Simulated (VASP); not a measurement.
**Sb: relaxation of cell and atoms with PBEsol**

Crystal: Sb.

```
Sb
1.0
     3.25855    0.00000    0.00000
    -1.62928    2.82199    0.00000
     0.00000    0.00000    5.39428
Sb
2
Direct
  0.33333 0.66667 0.25000
  0.66667 0.33333 0.75000
```

- Program: VASP 6.6.1
- Task: relaxation of cell and atoms
- Functional: PBEsol
- Potentials or basis: VASP PAW PBE potentials, release 64 (Sb)
- Cutoff: 500 eV
- k mesh: 15 × 15 × 8
- Occupations: gaussian, width 0.1 eV
- Spin: no spin polarisation
- Target pressure: 4 GPa
- Dipole correction: no
- Further INCAR settings: ALGO = Normal; EDIFF = 1e-07; IBRION = 2; EDIFFG = -0.008; NSW = 70; ISIF = 3

```json
{"Relaxed volume": "24.84 Å³/atom", "Relaxed cell": "a = 3.266 Å, b = 3.266 Å, c = 5.378 Å, α = 90.00°, β = 90.00°, γ = 120.00°", "Space group after relaxing (to 0.05 Å)": "P6_3/mmc (No. 194)", "Energy change on relaxing (the enthalpy is what falls)": "-1.1 meV/atom", "Ionic steps": "4", "Pressure after relaxing": "4.0 GPa", "Band gap on the k mesh": "zero (band 5 reaches 14.41 eV, above the bottom of band 6 at 5.88 eV)"}
```

Step by step:
```
step  energy change (eV)  largest force (eV/Å)  pressure (GPa)  volume (Å³)
   1              0.0000                0.0000            4.16        49.60
   2             -0.0045                0.0000            3.84        49.78
   3             -0.0040                0.0000            3.88        49.75
   4             -0.0023                0.0000            4.00        49.68
```

Final structure:
```
Sb
1.0
     3.26618    0.00000    0.00000
    -1.63309    2.82859    0.00000
     0.00000    0.00000    5.37774
Sb
2
Cartesian
  0.0000 1.8857 1.3444
  1.6331 0.9429 4.0333
```

Levels at points of the mesh, in eV from the Fermi level:
| k point | band 1 | band 2 | band 3 | band 4 | band 5 | band 6 | band 7 | band 8 | band 9 |
| --- | --- | --- | --- | --- | --- | --- | --- | --- | --- |
| (0.00, 0.00, 0.00) | -13.64 | -9.50 | -6.42 | 4.03 | 4.03 | 5.78 | 5.78 | 5.85 | 8.17 |
| (0.00, 0.00, 0.50) | -12.33 | -12.33 | -0.95 | -0.95 | 4.91 | 4.91 | 4.91 | 4.91 | 9.03 |

It took 110 s on 1 thread of Intel Xeon 8259CL (shared host), peak memory 0.2 GiB.

Caveat: the cell is relaxed towards a set pressure, so the enthalpy falls and the energy may rise; the PAW data sets were made with another functional, which shifts forces and pressure a little; spin-orbit coupling is left out, which moves the levels of the heavy elements.
